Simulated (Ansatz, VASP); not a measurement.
# Two plane-wave programs on ZnS

Contents of POSCAR:

```
ZnS
1.0
    0.0000000000      2.6945131952      2.6945131952
    2.6945131952      0.0000000000      2.6945131952
    2.6945131952      2.6945131952      0.0000000000
Zn S
1 1
Direct
    0.0000000000      0.0000000000      0.0000000000
    0.7500000000      0.7500000000      0.5925451880
```

INCAR.step1

```
SYSTEM = ZnS
PREC = Accurate
ENCUT = 520
ISMEAR = 0
SIGMA = 0.05
LREAL = .False.
LASPH = .True.
NELM = 80
NBANDS = 16
GGA = PE
ALGO = Normal
EDIFF = 1E-4
LWAVE = .True.
LCHARG = .False.
```

INCAR.step2

```
SYSTEM = ZnS
PREC = Accurate
ENCUT = 520
EDIFF = 1E-6
ISMEAR = 0
SIGMA = 0.05
LREAL = .False.
LASPH = .True.
NELM = 80
ALGO = Normal
ISIF = 2
LWAVE = .False.
LCHARG = .False.
METAGGA = R2SCAN
LMIXTAU = .True.
NBANDS = 16
ISTART = 1
```

The input KPOINTS:

```
Automatic mesh
0
Gamma
  8 8 8
  0 0 0
```

Input for Ansatz:

```yaml
crystal:
  lattice:
    - [0.0, 2.6945131952, 2.6945131952]
    - [2.6945131952, 0.0, 2.6945131952]
    - [2.6945131952, 2.6945131952, 0.0]
  atoms:
    - { symbol: Zn, position: [0.0, 0.0, 0.0] }
    - { symbol: S, position: [0.75, 0.75, 0.592545188] }
basis:
  ecutwfc: 500
kpoints:
  mp_grid: { grid: [8, 8, 8] }
hamiltonian:
  xc: r2scan
scf:
  occupations: { method: gaussian, width: 0.05 }
output:
  forces: true
  stress: true
  eigenvalues: true
```

Alike in both runs: task single point; functional r2SCAN; k mesh 8 × 8 × 8; occupations gaussian, width 0.05 eV; no spin polarisation.

```csv
,VASP,Ansatz
version,VASP 6.6.1,Ansatz 0.2.0
potentials or method,"VASP PAW PBE potentials, release 64 (Zn, S), cutoff 520 eV","scalar-relativistic, plane waves, PAW"
valence electrons in the cell,18,18
```

|  | VASP | Ansatz | Ansatz less VASP |
| --- | --- | --- | --- |
| gap on the k mesh at the Fermi level (eV) | 2.51 | 2.49 | -0.014 |
| least direct gap on the mesh (eV) | 2.51 | 2.49 | -0.014 |
| pressure (GPa) | 14.9 | 14.5 | -0.39 |
| traceless stress, the component that is largest in VASP (GPa) | -17.75 | -17.41 | +0.334 |
| rms of the force components (eV/Å) | 4.510 | 4.439 | -0.0708 |

VASP's potentials were made for PBE, not for r2SCAN. Atom by atom the forces differ by 0.071 eV/Å (rms over components).
